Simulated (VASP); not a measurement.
# CsH in VASP: further runs

Runs on CsH. Level: LDA. Tasks: single point.

Program: VASP 6.6.1. These are calculated values, not measurements. Logs are shortened: lines on timing, memory, paths and dates and some standing lists are left out, and cuts for length are marked.

**1. The cell of the first run**

Symmetry: Fm-3m, No. 225, cubic system. The conventional cell has a = 6.102 Å, b = 6.102 Å, c = 6.102 Å, α = 90.00°, β = 90.00°, γ = 90.00°. Cs (site symmetry m-3m) has 6 H at 3.05 Å within 4.0 Å. H (site symmetry m-3m) has 6 Cs at 3.05 Å within 4.0 Å.

**2. Single point, LDA**

File INCAR:

```
PREC = Accurate
ENCUT = 520
EDIFF = 1E-6
ISMEAR = 0
SIGMA = 0.02
LREAL = False
LASPH = True
NELM = 80
ALGO = Normal
ISIF = 2
LWAVE = False
LCHARG = False
NBANDS = 18
```

File KPOINTS:

```
regular mesh
0
Gamma
  6 6 6
```

File POSCAR:

```
CsH
1.0
    3.0511182310      3.0511182310      0.0000000000
   -3.0511182310      3.0511182310      0.0000000000
    0.0000000000      0.0000000000      6.1022364620
Cs H
2 2
Direct
    0.0000000000      0.0000000000      0.0000000000
    0.5000000000      0.5000000000      0.5000000000
    0.5000000000      0.5000000000      0.0000000000
    0.0000000000      0.0000000000      0.5000000000
```

Potentials or basis: VASP PAW LDA potentials, release 64 (Cs_sv, H).

Run with:

```bash
$ cat potpaw_LDA.64/Cs_sv/POTCAR potpaw_LDA.64/H/POTCAR > POTCAR
$ mpirun -np 1 vasp_std > vasp.out
```

OUTCAR:

```text
PREC = Accurate
   ENCUT = 520
   EDIFF = 1E-6
   ISMEAR = 0
   LREAL = False
   LASPH = True
   NELM = 80
   ISIF = 2

 ion  position               nearest neighbor table
   1  0.000  0.000  0.000-
   2  0.500  0.500  0.500-
   3  0.500  0.500  0.000-
   4  0.000  0.000  0.500-

  LATTYP: Found a simple tetragonal cell.
 ALAT       =     4.3149327827
 C/A-ratio  =     1.4142135624

  Lattice vectors:

 A1 = (   3.0511182310,   3.0511182310,   0.0000000000)
 A2 = (  -3.0511182310,   3.0511182310,   0.0000000000)
 A3 = (   0.0000000000,   0.0000000000,   6.1022364620)

Analysis of symmetry for initial positions (statically):
=====================================================================
 Subroutine PRICEL returns following result:

  LATTYP: Found a face centered cubic cell.
 ALAT       =     6.1022364620

  Lattice vectors:

 A1 = (   0.0000000000,  -3.0511182310,  -3.0511182310)
 A2 = (   3.0511182310,   0.0000000000,  -3.0511182310)
 A3 = (   3.0511182310,  -3.0511182310,  -0.0000000000)

   2 primitive cells build up your supercell.

 Routine SETGRP: Setting up the symmetry group for a
 simple tetragonal supercell.

 Subroutine GETGRP returns: Found 16 space group operations
 (whereof 16 operations were pure point group operations)
 out of a pool of 16 trial point group operations.

The static configuration has the point symmetry D_4h.

Analysis of symmetry for dynamics (positions and initial velocities):
=====================================================================
 Subroutine PRICEL returns following result:

  LATTYP: Found a face centered cubic cell.
 ALAT       =     6.1022364620

  Lattice vectors:

 A1 = (   0.0000000000,  -3.0511182310,  -3.0511182310)
 A2 = (   3.0511182310,   0.0000000000,  -3.0511182310)
 A3 = (   3.0511182310,  -3.0511182310,  -0.0000000000)

   2 primitive cells build up your supercell.

 Routine SETGRP: Setting up the symmetry group for a
 simple tetragonal supercell.

 Subroutine GETGRP returns: Found 16 space group operations
 (whereof 16 operations were pure point group operations)
 out of a pool of 16 trial point group operations.

The dynamic configuration has the point symmetry D_4h.

 Subroutine INISYM returns: Found 16 space group operations
 (whereof 16 operations are pure point group operations),
 and found     2 'primitive' translations

----------------------------------------------------------------------------------------

                                     Primitive cell

  volume of cell :      56.8077

  direct lattice vectors                    reciprocal lattice vectors
     0.000000000 -3.051118231 -3.051118231    -0.163874344 -0.163874344 -0.163874344
     3.051118231  0.000000000 -3.051118231     0.163874344  0.163874344 -0.163874344
     3.051118231 -3.051118231 -0.000000000     0.163874344 -0.163874344  0.163874344

  length of vectors
     4.314932783  4.314932783  4.314932783     0.283838691  0.283838691  0.283838691

  position of ions in fractional coordinates (direct lattice)
     0.000000000  0.000000000  0.000000000
     0.500000000  0.500000000  0.500000000

  ion indices of the primitive-cell ions
   primitive index   ion index
                 1           1
                 2           4

----------------------------------------------------------------------------------------

 KPOINTS: regular mesh

Automatic generation of k-mesh.
 Grid dimensions read from file:
 generate k-points for:    6    6    6

 Generating k-lattice:

  Cartesian coordinates                     Fractional coordinates (reciprocal lattice)
     0.027312391  0.027312391  0.000000000     0.166666667  0.000000000  0.000000000
    -0.027312391  0.027312391  0.000000000     0.000000000  0.166666667  0.000000000
     0.000000000  0.000000000  0.027312391     0.000000000  0.000000000  0.166666667

  Length of vectors
     0.038625553  0.038625553  0.027312391

  Shift w.r.t. Gamma in fractional coordinates (k-lattice)
     0.000000000  0.000000000  0.000000000

 Subroutine IBZKPT returns following result:
 ===========================================

 Found     40 irreducible k-points:

 Following reciprocal coordinates:
            Coordinates               Weight
  0.000000  0.000000  0.000000      1.000000
  0.166667  0.000000  0.000000      4.000000
  0.333333  0.000000  0.000000      4.000000
  0.500000  0.000000  0.000000      2.000000
  0.166667  0.166667  0.000000      4.000000
  0.333333  0.166667  0.000000      8.000000
[... 16 lines left out ...]
  0.333333  0.000000  0.333333      8.000000
  0.500000  0.000000  0.333333      4.000000
 [... further k-points ...]
   k-points           NKPTS =     40   k-points in BZ     NKDIM =     40   number of bands    NBANDS=     18
   number of dos      NEDOS =    301   number of ions     NIONS =      4
   total plane-waves  NPLWV =  49152
   dimension x,y,z NGX =    32 NGY =   32 NGZ =   48
   dimension x,y,z NGXF=    64 NGYF=   64 NGZF=   96
   ions per type =               2   2
   NGX,Y,Z   is equivalent  to a cutoff of  12.33, 12.33, 13.08 a.u.
   NGXF,Y,Z  is equivalent  to a cutoff of  24.66, 24.66, 26.15 a.u.
 SYSTEM =  unknown system
   PREC   = accura    normal or accurate (medium, high low for compatibility)
   ISTART =      0    job   : 0-new  1-cont  2-samecut
   ICHARG =      2    charge: 1-file 2-atom 10-const
   ISPIN  =      1    spin polarized calculation?
   LNONCOLLINEAR =      F non collinear calculations
   LSORBIT =      F    spin-orbit coupling
   LASPH  =      T    aspherical Exc in radial PAW
   ENCUT  =  520.0 eV  38.22 Ry    6.18 a.u.   8.02  8.02 11.35*2*pi/ulx,y,z
   NELM   =     80;   NELMIN=  2; NELMDL= -5     # of ELM steps
   EDIFF  = 0.1E-05   stopping-criterion for ELM
   LREAL  =      F    real-space projection
   EDIFFG = 0.1E-04   stopping-criterion for IOM
   NSW    =      0    number of steps for IOM
   IBRION =     -1    ionic relax: 0-MD 1-quasi-New 2-CG
   NFREE  =      0    steps in history (QN), initial steepest desc. (CG)
   ISIF   =      2    stress and relaxation
   ISYM   =      2    0-nonsym 1-usesym 2-fastsym
   POTIM  = 0.5000    time-step for ionic-motion
   TEBEG  =    0.0;   TEEND  =   0.0 temperature during run
   PSTRESS=    0.0 pullay stress
   NELECT =      20.0000    total number of electrons
   NUPDOWN=      -1.0000    fix difference up-down
   EMIN   =  10.00;   EMAX   =-10.00  energy-range for DOS
   EFERMI =   0.00;   METHOD = LEGACY
   ISMEAR =     0;   SIGMA  =   0.02  broadening in eV -4-tet -1-fermi 0-gaus
   EFERMI_NEDOS =   21; number of points for ismear=-14 and -15
   IALGO  =     38    algorithm
   IMIX   =      4    mixing-type and parameters
     AMIX     =   0.40;   BMIX     =  1.00
     AMIX_MAG =   1.60;   BMIX_MAG =  1.00
  volume/ion in A,a.u.               =      28.40       191.68
  Fermi-wavevector in a.u.,A,eV,Ry     =   0.917499  1.733822 11.453455  0.841805
  Thomas-Fermi vector in A             =   2.042475
   LORBIT       =      0    0 simple, 1 ext, 2 COOP (PROOUT), +10 PAW based schemes
   GGA     = CA    functional components
   LHFCALC =     F    Hartree Fock is set to
   AEXX    =    0.0000 exact exchange contribution
   IVDW    =     0    specifies the selected vdW correction
   LEPSILON=     F    determine dielectric tensor
   LRPA    =     F    only Hartree local field effects (RPA)
 non-spin polarized calculation
 Gauss-broadening in eV      SIGMA  =   0.02
  energy-cutoff  :      520.00
  volume of cell :      113.62
 maximum number of plane-waves:      3092
   NGX = 17   NGY = 17   NGZ = 23

 number of electron      20.0000006 magnetization

 Free energy of the ion-electron system (eV)
  ---------------------------------------------------
  ext. energy  EPLUGINS =         0.00000000
  ---------------------------------------------------
  free energy    TOTEN  =        -9.84674797 eV

  energy without entropy =       -9.84674797  energy(sigma->0) =       -9.84674797

 E-fermi :   0.8415     XC(G=0):  -8.0151

 val. band max:        0.7450591913   @ k =   0.5000   0.0000   0.5000
 cond. band min:       2.4725304966   @ k =   0.5000   0.0000   0.5000
 fundamental gap:      1.7274713053
 Fermi energy:         0.8415330521

 k-point     1 :       0.0000    0.0000    0.0000
  band No.  band energies     occupation
      1     -20.8235      2.00000
      2     -20.6454      2.00000
      3      -8.1666      2.00000
      4      -7.5074      2.00000
      5      -7.5074      2.00000
      6      -7.1042      2.00000
[... 10 lines left out ...]
     17       7.7490      0.00000
     18       7.7490      0.00000

 k-point     2 :       0.1667    0.0000    0.0000
  band No.  band energies     occupation
      1     -20.8007      2.00000
      2     -20.6458      2.00000
      3      -8.0882      2.00000
      4      -7.6735      2.00000
      5      -7.4660      2.00000
      6      -7.3431      2.00000
[... 10 lines left out ...]
     17       7.0024      0.00000
     18       7.6602      0.00000

 k-point     3 :       0.3333    0.0000    0.0000
  band No.  band energies     occupation
      1     -20.7457      2.00000
      2     -20.6555      2.00000
      3      -7.9562      2.00000
      4      -7.8766      2.00000
      5      -7.7809      2.00000
      6      -7.3619      2.00000
[... 10 lines left out ...]
     17       6.4815      0.00000
     18       7.7870      0.00000

 k-point     4 :       0.5000    0.0000    0.0000
  band No.  band energies     occupation
      1     -20.6892      2.00000
      2     -20.6892      2.00000
      3      -8.0316      2.00000
      4      -8.0316      2.00000
      5      -7.5974      2.00000
      6      -7.5974      2.00000
[... 375 lines left out ...]
      4      -7.6989      2.00000
      5      -7.4631      2.00000
      6      -7.3813      2.00000
[... 10 lines left out ...]
     17       6.8637      0.00000
     18       7.1267      0.00000

 k-point    23 :       0.3333    0.0000    0.3333
  band No.  band energies     occupation
      1     -20.7227      2.00000
      2     -20.6776      2.00000
      3      -8.2248      2.00000
      4      -8.0887      2.00000
      5      -7.4309      2.00000
      6      -7.3103      2.00000
[... 10 lines left out ...]
     17       7.0926      0.00000
     18       7.6580      0.00000

 k-point    24 :       0.5000    0.0000    0.3333
  band No.  band energies     occupation
      1     -20.6884      2.00000
      2     -20.6884      2.00000
      3      -8.2988      2.00000
      4      -8.2988      2.00000
      5      -7.3073      2.00000
      6      -7.3073      2.00000
[... 10 lines left out ...]
     17       7.9690      0.00000
     18       7.9690      0.00000

 [... further k-points ...]

------------------------ aborting loop because EDIFF is reached ----------------------------------------

  FORCE on cell =-STRESS in cart. coord.  units (eV):
  Direction    XX          YY          ZZ          XY          YZ          ZX
  --------------------------------------------------------------------------------------
  -------------------------------------------------------------------------------------
  Total        0.0174621      0.0174621      0.0168865      0.0000000      0.0000000     -0.0000000
  in kB        0.2462468      0.2462468      0.2381290      0.0000000      0.0000000     -0.0000000
  external PRESSURE =       0.2435409 kB  Pullay stress =       0.0000000 kB

 VOLUME and BASIS-vectors are now :
 -----------------------------------------------------------------------------
  energy-cutoff  :      520.00
  volume of cell :      113.62
      direct lattice vectors                 reciprocal lattice vectors
     3.051118231  3.051118231  0.000000000     0.163874344  0.163874344  0.000000000
    -3.051118231  3.051118231  0.000000000    -0.163874344  0.163874344  0.000000000
     0.000000000  0.000000000  6.102236462     0.000000000  0.000000000  0.163874344

 POSITION                                       TOTAL-FORCE (eV/Angst)
 -----------------------------------------------------------------------------------
      0.00000      0.00000      0.00000        -0.000000      0.000000     -0.000000
      0.00000      3.05112      3.05112        -0.000000      0.000000      0.000000
      0.00000      3.05112      0.00000         0.000000     -0.000000     -0.000000
      0.00000      0.00000      3.05112         0.000000     -0.000000     -0.000000
 -----------------------------------------------------------------------------------
    total drift:                               -0.000000      0.000000     -0.000000

  FREE ENERGIE OF THE ION-ELECTRON SYSTEM (eV)
  ---------------------------------------------------
  free  energy   TOTEN  =        -9.8467479728 eV

  energy  without entropy=       -9.8467479728  energy(sigma->0) =       -9.84674797
```

Run time: 79 s. Hardware: 1 thread of Intel Xeon 8259CL, shared host; peak memory 0.22 GiB.

What came out:

```yaml
Free_energy: -9.8467 eV
Pressure: 0.0 GPa
Band_gap_on_the_k_mesh: 1.73 eV
```

Levels at points of the mesh, in eV from the valence-band top:
```
           k point  band 7  band 8  band 9  band 10  band 11  band 12  band 13  band 14
(0.00, 0.00, 0.00)   -7.85   -7.85   -2.18    -1.65     2.53     4.93     4.93     4.93
(0.50, 0.00, 0.00)   -7.99   -7.99   -0.57    -0.57     2.88     2.88     3.84     3.84
(0.50, 0.50, 0.00)   -8.25   -8.25   -1.65    -1.65     2.53     2.53     5.83     5.83
(0.00, 0.00, 0.50)   -8.06   -8.06   -1.27    -1.27     3.39     3.39     4.16     4.16
(0.50, 0.00, 0.50)   -7.99   -7.99    0.00     0.00     1.73     1.73     4.45     4.45
(0.50, 0.50, 0.50)   -8.33   -8.33   -1.04    -1.04     3.91     3.91     3.91     3.91
```

Caveat: spin-orbit coupling is left out, which moves the levels of the heavy elements.

**3. Single point, LDA (uniaxial strain along c: +2.0 %)**

File INCAR:

```
  PREC = Accurate
  ENCUT = 520
  EDIFF = 1E-6
  ISMEAR = 0
  SIGMA = 0.02
  LREAL = False
  LASPH = True
  NELM = 60
  ALGO = Normal
  ISIF = 2
  LWAVE = False
  LCHARG = False
  GGA = CA
  NBANDS = 18
```

KPOINTS is that of step 2.

File POSCAR:

```
CsH
1.0
    3.0358626398      3.0358626398      0.0000000000
   -3.0358626398      3.0358626398      0.0000000000
    0.0000000000      0.0000000000      6.2242811912
Cs H
2 2
Direct
    0.0000000000      0.0000000000      0.0000000000
    0.5000000000      0.5000000000      0.5000000000
    0.5000000000      0.5000000000      0.0000000000
    0.0000000000      0.0000000000      0.5000000000
```

Potentials or basis: VASP PAW LDA potentials, release 64 (Cs_sv, H).

Run with:

```bash
$ cat potpaw_LDA.64/Cs_sv/POTCAR potpaw_LDA.64/H/POTCAR > POTCAR
$ mpirun -np 1 vasp_std > vasp.out
```

OUTCAR:

```text
PREC = Accurate
   ENCUT = 520
   EDIFF = 1E-6
   ISMEAR = 0
   LREAL = False
   LASPH = True
   NELM = 60
   ISIF = 2
   GGA = CA

 ion  position               nearest neighbor table
   1  0.000  0.000  0.000-
   2  0.500  0.500  0.500-
   3  0.500  0.500  0.000-
   4  0.000  0.000  0.500-

  LATTYP: Found a simple tetragonal cell.
 ALAT       =     4.2933581187
 C/A-ratio  =     1.4497465665

  Lattice vectors:

 A1 = (   3.0358626398,   3.0358626398,   0.0000000000)
 A2 = (  -3.0358626398,   3.0358626398,   0.0000000000)
 A3 = (   0.0000000000,   0.0000000000,   6.2242811912)

Analysis of symmetry for initial positions (statically):
=====================================================================
 Subroutine PRICEL returns following result:

  LATTYP: Found a body centered tetragonal cell.
 ALAT       =     4.2933581187
 C/A-ratio  =     1.4497465665

  Lattice vectors:
[... 184 lines left out ...]
  free energy    TOTEN  =        -9.84228106 eV

  energy without entropy =       -9.84228106  energy(sigma->0) =       -9.84228106

 E-fermi :   0.8615     XC(G=0):  -7.9776

 val. band max:        0.6911532299   @ k =   0.5000   0.0000   0.5000
 cond. band min:       2.4323247138   @ k =   0.5000   0.0000   0.5000
 fundamental gap:      1.7411714839
 Fermi energy:         0.8615103175

 k-point     1 :       0.0000    0.0000    0.0000
  band No.  band energies     occupation
      1     -20.8674      2.00000
      2     -20.7039      2.00000
      3      -8.2147      2.00000
      4      -7.5206      2.00000
      5      -7.5206      2.00000
      6      -7.1807      2.00000
[... 481 lines left out ...]
      5      -7.3860      2.00000
      6      -7.3860      2.00000
[... 10 lines left out ...]
     17       7.8442      0.00000
     18       7.8442      0.00000

 [... further k-points ...]

------------------------ aborting loop because EDIFF is reached ----------------------------------------

  FORCE on cell =-STRESS in cart. coord.  units (eV):
  Direction    XX          YY          ZZ          XY          YZ          ZX
  --------------------------------------------------------------------------------------
  -------------------------------------------------------------------------------------
  Total        0.1295107      0.1295107     -0.4147674      0.0000000      0.0000000      0.0000000
  in kB        1.8085592      1.8085592     -5.7920425      0.0000000      0.0000000      0.0000000
  external PRESSURE =      -0.7249747 kB  Pullay stress =       0.0000000 kB

 VOLUME and BASIS-vectors are now :
 -----------------------------------------------------------------------------
  energy-cutoff  :      520.00
  volume of cell :      114.73
      direct lattice vectors                 reciprocal lattice vectors
     3.035862640  3.035862640  0.000000000     0.164697834  0.164697834  0.000000000
    -3.035862640  3.035862640  0.000000000    -0.164697834  0.164697834  0.000000000
     0.000000000  0.000000000  6.224281191     0.000000000  0.000000000  0.160661122

 POSITION                                       TOTAL-FORCE (eV/Angst)
 -----------------------------------------------------------------------------------
      0.00000      0.00000      0.00000         0.000000      0.000000      0.000000
      0.00000      3.03586      3.11214        -0.000000     -0.000000     -0.000000
      0.00000      3.03586      0.00000        -0.000000      0.000000      0.000000
      0.00000      0.00000      3.11214        -0.000000     -0.000000      0.000000
 -----------------------------------------------------------------------------------
    total drift:                               -0.000000      0.000000     -0.000000

  FREE ENERGIE OF THE ION-ELECTRON SYSTEM (eV)
  ---------------------------------------------------
  free  energy   TOTEN  =        -9.8422810602 eV

  energy  without entropy=       -9.8422810602  energy(sigma->0) =       -9.84228106
```

OSZICAR:

```text
N       E                     dE             d eps       ncg     rms          rms(c)
DAV:   1     0.106613855701E+03    0.10661E+03   -0.79641E+03  1440   0.922E+02
DAV:   2    -0.164585654395E+01   -0.10826E+03   -0.10189E+03  1830   0.155E+02
DAV:   3    -0.114039672283E+02   -0.97581E+01   -0.97355E+01  1854   0.514E+01
DAV:   4    -0.115023310098E+02   -0.98364E-01   -0.98343E-01  1776   0.590E+00
DAV:   5    -0.115028894269E+02   -0.55842E-03   -0.55840E-03  1870   0.448E-01    0.514E+00
DAV:   6    -0.101348192329E+02    0.13681E+01   -0.15092E+00  1540   0.396E+00    0.218E+00
DAV:   7    -0.983169488979E+01    0.30312E+00   -0.16860E+00  1592   0.355E+00    0.859E-01
DAV:   8    -0.985916484736E+01   -0.27470E-01   -0.17666E-01  1552   0.151E+00    0.537E-01
DAV:   9    -0.984196620716E+01    0.17199E-01   -0.42399E-02  1588   0.644E-01    0.823E-02
DAV:  10    -0.984235952074E+01   -0.39331E-03   -0.59186E-03  1654   0.238E-01    0.626E-02
DAV:  11    -0.984230846455E+01    0.51056E-04   -0.16427E-04  1636   0.497E-02    0.232E-02
DAV:  12    -0.984228040781E+01    0.28057E-04   -0.14240E-04  1566   0.340E-02    0.156E-03
DAV:  13    -0.984228106018E+01   -0.65237E-06   -0.65402E-06  1426   0.985E-03
   1 F= -.98422811E+01 E0= -.98422811E+01  d E =-.646141E-35
```

Run time: 85 s. Hardware: 1 thread of Intel Xeon 8259CL, shared host; peak memory 0.22 GiB.

Results:

```
Free energy            : -9.8423 eV
Pressure               : -0.1 GPa
Band gap on the k mesh : 1.74 eV
```

Stress tensor (GPa, compression positive):
```
 0.18  0.00  0.00
 0.00  0.18  0.00
 0.00  0.00 -0.58
```

Caveat: the cell differs from its parent crystal (uniaxial strain along c: +2.0 %); spin-orbit coupling is left out, which moves the levels of the heavy elements.
